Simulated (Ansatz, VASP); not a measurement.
## One calculation of AlGa3N4, two programs

INCAR

```
ALGO = Normal
EDIFF = 1E-7
ENCUT = 520
ISIF = 2
ISMEAR = 0
LASPH = T
LCHARG = F
LREAL = F
LWAVE = F
NBANDS = 41
NELM = 100
PREC = Accurate
SIGMA = 0.05
```

The input KPOINTS:

```
k-points
0
Gamma
  6 6 6
```

Contents of POSCAR:

```
AlGa3N4
1.0
    4.4270176661      0.0000000000      0.0000000000
    0.0000000000      4.4270176661      0.0000000000
    0.0000000000      0.0000000000      4.4270176661
Al Ga N
1 3 4
Direct
    0.0000000000      0.0000000000      0.0000000000
    0.5000000000      0.5000000000      0.0000000000
    0.5000000000      0.0000000000      0.5000000000
    0.0000000000      0.5000000000      0.5000000000
    0.7548139557      0.7548139557      0.2451860443
    0.7548139557      0.2451860443      0.7548139557
    0.2451860443      0.7548139557      0.7548139557
    0.2451860443      0.2451860443      0.2451860443
```

Input for Ansatz:

```yaml
crystal:
  lattice:
    - [4.4270176661, 0.0, 0.0]
    - [0.0, 4.4270176661, 0.0]
    - [0.0, 0.0, 4.4270176661]
  atoms:
    - { symbol: Al, position: [0.0, 0.0, 0.0] }
    - { symbol: Ga, position: [0.5, 0.5, 0.0] }
    - { symbol: Ga, position: [0.5, 0.0, 0.5] }
    - { symbol: Ga, position: [0.0, 0.5, 0.5] }
    - { symbol: "N", position: [0.7548139557, 0.7548139557, 0.2451860443] }
    - { symbol: "N", position: [0.7548139557, 0.2451860443, 0.7548139557] }
    - { symbol: "N", position: [0.2451860443, 0.7548139557, 0.7548139557] }
    - { symbol: "N", position: [0.2451860443, 0.2451860443, 0.2451860443] }
basis:
  ecutwfc: 420
kpoints:
  mp_grid: { grid: [6, 6, 6] }
hamiltonian:
  xc: lda
scf:
  occupations: { method: gaussian, width: 0.05 }
output:
  forces: true
  stress: true
  eigenvalues: true
```

Alike in both runs: task single point; functional LDA; k mesh 6 × 6 × 6; occupations gaussian, width 0.05 eV; no spin polarisation.

```csv
,VASP,Ansatz
version,VASP 6.6.1,Ansatz 0.2.0
potentials or method,"VASP PAW LDA potentials, release 64 (Al, Ga_d, N), cutoff 520 eV","scalar-relativistic, plane waves, PAW"
valence electrons in the cell,62,62
```

|  | VASP | Ansatz | Ansatz less VASP |
| --- | --- | --- | --- |
| gap on the k mesh at the Fermi level (eV) | 2.57 | 2.56 | -0.014 |
| least direct gap on the mesh (eV) | 2.57 | 2.56 | -0.014 |
| pressure (GPa) | 1.0 | 0.0 | -0.98 |
| rms of the force components (eV/Å) | 0.012 | 0.001 | -0.0114 |

LDA's correlation is that of Perdew and Zunger in VASP and of Perdew and Wang (1992) in Ansatz. Atom by atom the forces differ by 0.011 eV/Å (rms over components).
